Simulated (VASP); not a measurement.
MgB2: relaxation of shape and atoms at fixed volume with PBE

MgB2:

```
Mg B
1.0
     3.12941    0.00000    0.00000
    -1.56471    2.71015    0.00000
     0.00000    0.00000    3.60714
Mg B
1 2
Direct
  0.00000 0.00000 0.00000
  0.33333 0.66667 0.50000
  0.66667 0.33333 0.50000
```

This cell differs from its parent crystal: volume scaled by 1.06.

| Quantity | Value |
| --- | --- |
| Program | VASP 6.6.1 |
| Task | relaxation of shape and atoms at fixed volume |
| Functional | PBE |
| Potentials or basis | VASP PAW PBE potentials, release 64 (Mg, B) |
| Cutoff | 600 eV |
| k mesh | 18 × 18 × 12 |
| Occupations | gaussian, width 0.1 eV |
| Spin | no spin polarisation |
| Dipole correction | no |
| Further INCAR settings | ALGO = Normal; EDIFF = 1e-06; IBRION = 2; EDIFFG = -0.01; NSW = 50; ISIF = 4 |

The energy gained by relaxing is 0.2 meV/atom. The ionic steps are 3. The pressure after relaxing is -7.8 GPa and the band gap on the k mesh is zero (band 4 reaches 6.59 eV, above the bottom of band 5 at 3.01 eV).

Step by step:
| step | energy change (eV) | largest force (eV/Å) | pressure (GPa) | volume (Å³) |
| --- | --- | --- | --- | --- |
| 1 | 0.0000 | 0.0000 | -8.01 | 30.59 |
| 2 | -0.0004 | 0.0000 | -7.83 | 30.59 |
| 3 | -0.0005 | 0.0000 | -7.80 | 30.59 |

Final structure:
```xyz
3
Lattice="3.1239 0.0000 0.0000 -1.5620 2.7054 0.0000 0.0000 0.0000 3.6198" Properties=species:S:1:pos:R:3 pbc="T T T"
Mg    0.0000    0.0000    0.0000
B     0.0000    1.8036    1.8099
B     1.5620    0.9018    1.8099
```

Levels at points of the mesh, in eV from the Fermi level:
```tsv
k point	band 1	band 2	band 3	band 4	band 5	band 6	band 7	band 8
(0.00, 0.00, 0.00)	-12.09	-2.95	0.41	0.41	1.31	6.24	6.24	7.76
(0.50, 0.00, 0.00)	-8.33	-7.57	-2.04	0.17	2.91	3.87	4.92	6.51
(0.00, 0.00, 0.50)	-10.93	-7.19	0.74	0.74	6.58	6.58	7.82	9.28
(0.50, 0.00, 0.50)	-7.44	-6.74	-3.39	-1.77	-1.22	5.48	8.39	8.68
```

Run time: 50 s on 1 thread of Intel(R) Xeon(R) 6975P-C (Granite Rapids), with other jobs on the host, peak memory 0.23 GiB.

Caveat: the cell differs from its parent crystal (volume scaled by 1.06).
